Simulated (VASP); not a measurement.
A run of VASP 6.6.1 is set up as follows.

File INCAR:

```
PREC = Accurate ; ENCUT = 520
EDIFF = 1E-6 ; ISMEAR = 0
SIGMA = 0.1 ; LREAL = False
LASPH = True ; NELM = 60
ALGO = Normal ; ISIF = 2
LWAVE = False ; LCHARG = False
LDIPOL = True ; IDIPOL = 3
DIPOL = 0.5 0.5 0.500 ; GGA = PE
NBANDS = 43
```

Contents of KPOINTS:

```
regular mesh
0
Gamma
  11 11 1
```

Contents of POSCAR:

```
Si2W
1.0
    3.2289953312      0.0000000000      0.0000000000
    0.0000000000      3.2289953312      0.0000000000
    0.0000000000      0.0000000000     25.4695778065
Si W
6 3
Direct
    0.0000000000      0.0000000000      0.2970311523
    0.0000000000      0.0000000000      0.3969731285
    0.5000000000      0.5000000000      0.4482847053
    0.5000000000      0.5000000000      0.5517152961
    0.0000000000      0.0000000000      0.6030268735
    0.0000000000      0.0000000000      0.7029688471
    0.5000000000      0.5000000000      0.3466524786
    0.0000000000      0.0000000000      0.4999999977
    0.5000000000      0.5000000000      0.6533475209
```

Potentials or basis: VASP PAW PBE potentials, release 64 (Si, W_sv).

Run with:

```console
$ cat potpaw_PBE.64/Si/POTCAR potpaw_PBE.64/W_sv/POTCAR > POTCAR
$ mpirun -np 1 vasp_std > vasp.out
```

(1) Predict the band gap on the k mesh.

(2) Predict the largest force.

Results:

(1) zero (band 33 reaches 3.73 eV, above the bottom of band 34 at 2.91 eV).

(2) 0.015 eV/Å.

Caveat: spin-orbit coupling is left out, which moves the levels of the heavy elements.
